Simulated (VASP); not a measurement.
The system is Ge.

```xyz
1
Lattice="1.3783 -2.5654 0.0000 1.3783 2.5654 0.0000 0.0000 0.0000 2.6618" Properties=species:S:1:pos:R:3 pbc="T T T"
Ge    1.3783    0.0000    0.0000
```

Base run:

| Item | Value |
| --- | --- |
| Program | VASP 6.6.1 |
| Functional | PBE |
| Potentials or basis | VASP PAW PBE potentials, release 64 (Ge_d) |
| Cutoff | 520 eV |
| k mesh | 11 × 11 × 10 |
| Occupations | fermi-dirac, width 0.05 eV |
| Spin | no spin polarisation |

Its results: band gap on the k mesh zero (band 7 reaches 13.54 eV, above the bottom of band 8 at 4.11 eV); pressure 2.0 GPa.

Q: The run is repeated on the same cell with these changes: functional from PBE to r2SCAN. What comes out?

A: Band gap on the k mesh zero (band 7 reaches 13.77 eV, above the bottom of band 8 at 3.87 eV); pressure -0.6 GPa.

Caveats: the PAW data sets were made with another functional, which shifts forces and pressure a little (some runs).
